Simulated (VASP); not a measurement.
# H (Fd-3m) in VASP: single point with PBEsol

Aim: the single point of H with PBEsol.

All numbers are computed with VASP 6.6.1; they aren't measurements. Logs are shortened: lines on timing, memory, paths and dates and some standing lists are left out, and cuts for length are marked.

## Step 1: The cell of the first run

The structure is cubic, space group Fd-3m (No. 227). The conventional cell has a = 2.994 Å, b = 2.994 Å, c = 2.994 Å, α = 90.00°, β = 90.00°, γ = 90.00°. H (site symmetry -43m) has 4 H at 1.30 Å within 1.7 Å.

## Step 2: Single point, PBEsol

INCAR reads:

```
SYSTEM = H
PREC     = Accurate       ! precision mode
ENCUT    = 520            ! plane-wave cutoff, eV
EDIFF    = 1E-7           ! SCF threshold, eV
ISMEAR   = -1             ! smearing method
SIGMA    = 0.13605693000000002 ! smearing width, eV
LREAL    = .FALSE.        ! projectors in reciprocal space
LASPH    = .TRUE.         ! aspherical terms in the spheres
NELM     = 100            ! most SCF steps
ALGO     = Normal         ! electronic algorithm
ISIF     = 2              ! what is computed and relaxed
LWAVE    = .FALSE.        ! write WAVECAR
LCHARG   = .FALSE.        ! write CHGCAR
GGA      = PS             ! functional
NBANDS   = 8              ! bands
```

KPOINTS reads:

```
regular mesh
0
G
  15 15 15
  0 0 0
```

POSCAR reads:

```
H
1.0
    0.0000000000      1.4970311649      1.4970311649
    1.4970311649      0.0000000000      1.4970311649
    1.4970311649      1.4970311649      0.0000000000
H
2
Direct
    0.0000000000      0.0000000000      0.0000000000
    0.2500000000      0.2500000000      0.2500000000
```

Potentials or basis: VASP PAW PBE potentials, release 64 (H).

Started as:

```sh
$ cat potpaw_PBE.64/H/POTCAR > POTCAR
$ mpirun -np 1 vasp_std > vasp.out
```

OUTCAR:

```text
SYSTEM = H
   PREC = Accurate
   ENCUT = 520
   EDIFF = 1E-7
   ISMEAR = -1
   LREAL = .FALSE.
   LASPH = .TRUE.
   NELM = 100
   ISIF = 2
   GGA = PS

 ion  position               nearest neighbor table
   1  0.000  0.000  0.000-
   2  0.250  0.250  0.250-

  LATTYP: Found a face centered cubic cell.
 ALAT       =     2.9940623298

  Lattice vectors:

 A1 = (   0.0000000000,   1.4970311649,   1.4970311649)
 A2 = (   1.4970311649,   0.0000000000,   1.4970311649)
 A3 = (   1.4970311649,   1.4970311649,   0.0000000000)

Analysis of symmetry for initial positions (statically):
=====================================================================
 Subroutine PRICEL returns:
 Original cell was already a primitive cell.

 Routine SETGRP: Setting up the symmetry group for a
 face centered cubic supercell.

 Subroutine GETGRP returns: Found 48 space group operations
 (whereof 24 operations were pure point group operations)
 out of a pool of 48 trial point group operations.

The static configuration has the point symmetry T_d .
 The point group associated with its full space group is O_h .

Analysis of symmetry for dynamics (positions and initial velocities):
=====================================================================
 Subroutine PRICEL returns:
 Original cell was already a primitive cell.

 Routine SETGRP: Setting up the symmetry group for a
 face centered cubic supercell.

 Subroutine GETGRP returns: Found 48 space group operations
 (whereof 24 operations were pure point group operations)
 out of a pool of 48 trial point group operations.

The dynamic configuration has the point symmetry T_d .
 The point group associated with its full space group is O_h .

 Subroutine INISYM returns: Found 48 space group operations
 (whereof 24 operations are pure point group operations),
 and found     1 'primitive' translations

----------------------------------------------------------------------------------------

                                     Primitive cell

  volume of cell :       6.7100

  direct lattice vectors                    reciprocal lattice vectors
     0.000000000  1.497031165  1.497031165    -0.333994383  0.333994383  0.333994383
     1.497031165  0.000000000  1.497031165     0.333994383 -0.333994383  0.333994383
     1.497031165  1.497031165  0.000000000     0.333994383  0.333994383 -0.333994383

  length of vectors
     2.117121777  2.117121777  2.117121777     0.578495241  0.578495241  0.578495241

  position of ions in fractional coordinates (direct lattice)
     0.000000000  0.000000000  0.000000000
     0.250000000  0.250000000  0.250000000

  ion indices of the primitive-cell ions
   primitive index   ion index
                 1           1
                 2           2

----------------------------------------------------------------------------------------

 KPOINTS: regular mesh

Automatic generation of k-mesh.
 Grid dimensions read from file:
 generate k-points for:   15   15   15

 Generating k-lattice:

  Cartesian coordinates                     Fractional coordinates (reciprocal lattice)
    -0.022266292  0.022266292  0.022266292     0.066666667  0.000000000  0.000000000
     0.022266292 -0.022266292  0.022266292     0.000000000  0.066666667  0.000000000
     0.022266292  0.022266292 -0.022266292     0.000000000  0.000000000  0.066666667

  Length of vectors
     0.038566349  0.038566349  0.038566349

  Shift w.r.t. Gamma in fractional coordinates (k-lattice)
     0.000000000  0.000000000  0.000000000

 Subroutine IBZKPT returns following result:
 ===========================================

 Found    120 irreducible k-points:

 Following reciprocal coordinates:
            Coordinates               Weight
  0.000000  0.000000  0.000000      1.000000
  0.066667  0.000000  0.000000      8.000000
  0.133333  0.000000  0.000000      8.000000
  0.200000  0.000000  0.000000      8.000000
  0.266667  0.000000  0.000000      8.000000
  0.333333  0.000000  0.000000      8.000000
[... 16 lines left out ...]
  0.133333  0.133333  0.000000      6.000000
  0.200000  0.133333  0.000000     24.000000
 [... further k-points ...]
   k-points           NKPTS =    120   k-points in BZ     NKDIM =    120   number of bands    NBANDS=      8
   number of dos      NEDOS =    301   number of ions     NIONS =      2
   total plane-waves  NPLWV =   4096
   dimension x,y,z NGX =    16 NGY =   16 NGZ =   16
   dimension x,y,z NGXF=    32 NGYF=   32 NGZF=   32
   ions per type =               2
   NGX,Y,Z   is equivalent  to a cutoff of  12.56, 12.56, 12.56 a.u.
   NGXF,Y,Z  is equivalent  to a cutoff of  25.13, 25.13, 25.13 a.u.
 SYSTEM =  H
   PREC   = accura    normal or accurate (medium, high low for compatibility)
   ISTART =      0    job   : 0-new  1-cont  2-samecut
   ICHARG =      2    charge: 1-file 2-atom 10-const
   ISPIN  =      1    spin polarized calculation?
   LNONCOLLINEAR =      F non collinear calculations
   LSORBIT =      F    spin-orbit coupling
   LASPH  =      T    aspherical Exc in radial PAW
   ENCUT  =  520.0 eV  38.22 Ry    6.18 a.u.   3.94  3.94  3.94*2*pi/ulx,y,z
   NELM   =    100;   NELMIN=  2; NELMDL= -5     # of ELM steps
   EDIFF  = 0.1E-06   stopping-criterion for ELM
   LREAL  =      F    real-space projection
   EDIFFG = 0.1E-05   stopping-criterion for IOM
   NSW    =      0    number of steps for IOM
   IBRION =     -1    ionic relax: 0-MD 1-quasi-New 2-CG
   NFREE  =      0    steps in history (QN), initial steepest desc. (CG)
   ISIF   =      2    stress and relaxation
   ISYM   =      2    0-nonsym 1-usesym 2-fastsym
   POTIM  = 0.5000    time-step for ionic-motion
   TEBEG  =    0.0;   TEEND  =   0.0 temperature during run
   PSTRESS=    0.0 pullay stress
   NELECT =       2.0000    total number of electrons
   NUPDOWN=      -1.0000    fix difference up-down
   EMIN   =  10.00;   EMAX   =-10.00  energy-range for DOS
   EFERMI =   0.00;   METHOD = LEGACY
   ISMEAR =    -1;   SIGMA  =   0.14  broadening in eV -4-tet -1-fermi 0-gaus
   EFERMI_NEDOS =   21; number of points for ismear=-14 and -15
   IALGO  =     38    algorithm
   IMIX   =      4    mixing-type and parameters
     AMIX     =   0.40;   BMIX     =  1.00
     AMIX_MAG =   1.60;   BMIX_MAG =  1.00
  volume/ion in A,a.u.               =       3.35        22.64
  Fermi-wavevector in a.u.,A,eV,Ry     =   1.093563  2.066535 16.270949  1.195881
  Thomas-Fermi vector in A             =   2.229851
   LORBIT       =      0    0 simple, 1 ext, 2 COOP (PROOUT), +10 PAW based schemes
   GGA     = PS    functional components
   LHFCALC =     F    Hartree Fock is set to
   AEXX    =    0.0000 exact exchange contribution
   IVDW    =     0    specifies the selected vdW correction
   LEPSILON=     F    determine dielectric tensor
   LRPA    =     F    only Hartree local field effects (RPA)
 non-spin polarized calculation
  energy-cutoff  :      520.00
  volume of cell :        6.71
 maximum number of plane-waves:       190
   NGX =  7   NGY =  7   NGZ =  7

 number of electron       1.9999999 magnetization

 Free energy of the ion-electron system (eV)
  ---------------------------------------------------
  ext. energy  EPLUGINS =         0.00000000
  ---------------------------------------------------
  free energy    TOTEN  =        -5.28379503 eV

  energy without entropy =       -5.27911208  energy(sigma->0) =       -5.28145356

 E-fermi :   2.1285     XC(G=0): -10.4673

 val. band max:        2.0184898993   @ k =  -0.3333   0.4667   0.1333
 cond. band min:       2.3440083317   @ k =  -0.4000   0.4667   0.0667
 fundamental gap:      0.3255184325
 Fermi energy:         2.1284946399

 k-point     1 :       0.0000    0.0000    0.0000
  band No.  band energies     occupation
      1     -13.3724      2.00000
      2      24.2875      0.00000
      3      32.9101      0.00000
      4      39.6528      0.00000
      5      39.6528      0.00000
      6      39.6528      0.00000
      7      40.3727      0.00000
      8      40.3727      0.00000

 k-point     2 :       0.0667    0.0000    0.0000
  band No.  band energies     occupation
      1     -13.1617      2.00000
      2      23.5143      0.00000
      3      31.2075      0.00000
      4      37.6520      0.00000
      5      37.9935      0.00000
      6      37.9935      0.00000
      7      42.3977      0.00000
      8      42.3977      0.00000

 k-point     3 :       0.1333    0.0000    0.0000
  band No.  band energies     occupation
      1     -12.5310      2.00000
      2      21.1274      0.00000
      3      28.0648      0.00000
      4      36.4267      0.00000
      5      36.4267      0.00000
      6      38.4364      0.00000
      7      44.8409      0.00000
      8      44.8409      0.00000

 k-point     4 :       0.2000    0.0000    0.0000
  band No.  band energies     occupation
      1     -11.4873      2.00000
      2      17.3722      0.00000
      3      25.8896      0.00000
      4      35.2652      0.00000
      5      35.2653      0.00000
      6      39.6351      0.00000
      7      45.2273      0.00000
      8      45.2273      0.00000

 k-point     5 :       0.2667    0.0000    0.0000
  band No.  band energies     occupation
      1     -10.0467      2.00000
      2      13.1454      0.00000
      3      24.5464      0.00000
      4      34.5076      0.00000
      5      34.5076      0.00000
      6      39.6818      0.00000
      7      43.0411      0.00000
      8      43.0411      0.00000
[... 177 lines left out ...]
 k-point    22 :      -0.0667    0.0667    0.0000
  band No.  band energies     occupation
      1     -12.8109      2.00000
      2      22.3373      0.00000
      3      28.9854      0.00000
      4      35.6526      0.00000
      5      37.3898      0.00000
      6      39.9632      0.00000
      7      40.9678      0.00000
      8      47.3308      0.00000

 k-point    23 :       0.1333    0.1333    0.0000
  band No.  band energies     occupation
      1     -12.2493      2.00000
      2      21.0698      0.00000
      3      28.2827      0.00000
      4      32.3940      0.00000
      5      32.3940      0.00000
      6      41.5094      0.00000
      7      43.7517      0.00000
      8      47.3759      0.00000

 k-point    24 :       0.2000    0.1333    0.0000
  band No.  band energies     occupation
      1     -11.4812      2.00000
      2      19.1110      0.00000
      3      25.5793      0.00000
      4      30.9913      0.00000
      5      32.7232      0.00000
      6      38.6705      0.00000
      7      44.1685      0.00000
      8      48.7834      0.00000

 [... further k-points ...]

------------------------ aborting loop because EDIFF is reached ----------------------------------------

  FORCE on cell =-STRESS in cart. coord.  units (eV):
  Direction    XX          YY          ZZ          XY          YZ          ZX
  --------------------------------------------------------------------------------------
  -------------------------------------------------------------------------------------
  Total       -0.0193412     -0.0193412     -0.0193412      0.0000000      0.0000000     -0.0000000
  in kB       -4.6181829     -4.6181829     -4.6181829      0.0000000      0.0000000     -0.0000000
  external PRESSURE =      -4.6181829 kB  Pullay stress =       0.0000000 kB

 VOLUME and BASIS-vectors are now :
 -----------------------------------------------------------------------------
  energy-cutoff  :      520.00
  volume of cell :        6.71
      direct lattice vectors                 reciprocal lattice vectors
     0.000000000  1.497031165  1.497031165    -0.333994383  0.333994383  0.333994383
     1.497031165  0.000000000  1.497031165     0.333994383 -0.333994383  0.333994383
     1.497031165  1.497031165  0.000000000     0.333994383  0.333994383 -0.333994383

 POSITION                                       TOTAL-FORCE (eV/Angst)
 -----------------------------------------------------------------------------------
      0.00000      0.00000      0.00000         0.000000      0.000000      0.000000
      0.74852      0.74852      0.74852        -0.000000     -0.000000     -0.000000
 -----------------------------------------------------------------------------------
    total drift:                                0.000000      0.000000      0.000000

  FREE ENERGIE OF THE ION-ELECTRON SYSTEM (eV)
  ---------------------------------------------------
  free  energy   TOTEN  =        -5.2837950331 eV

  energy  without entropy=       -5.2791120776  energy(sigma->0) =       -5.28145356
```

It took 3.3 s on 1 thread of Intel Xeon Platinum 8259CL at 2.50GHz (Skylake/Cascade Lake), shared host; peak memory 0.11 GiB.

What came out:

```
Free energy            : -5.2838 eV
Pressure               : -0.5 GPa
Band gap on the k mesh : zero (band 1 reaches 2.02 eV, above the bottom of band 2 at 1.91 eV)
```

Levels at points of the mesh, in eV from the Fermi level:
| k point | band 1 | band 2 | band 3 | band 4 |
| --- | --- | --- | --- | --- |
| (0.00, 0.00, 0.00) | -15.50 | 22.16 | 30.78 | 37.52 |

Caveat: the PAW data sets were made with another functional, which shifts forces and pressure a little.
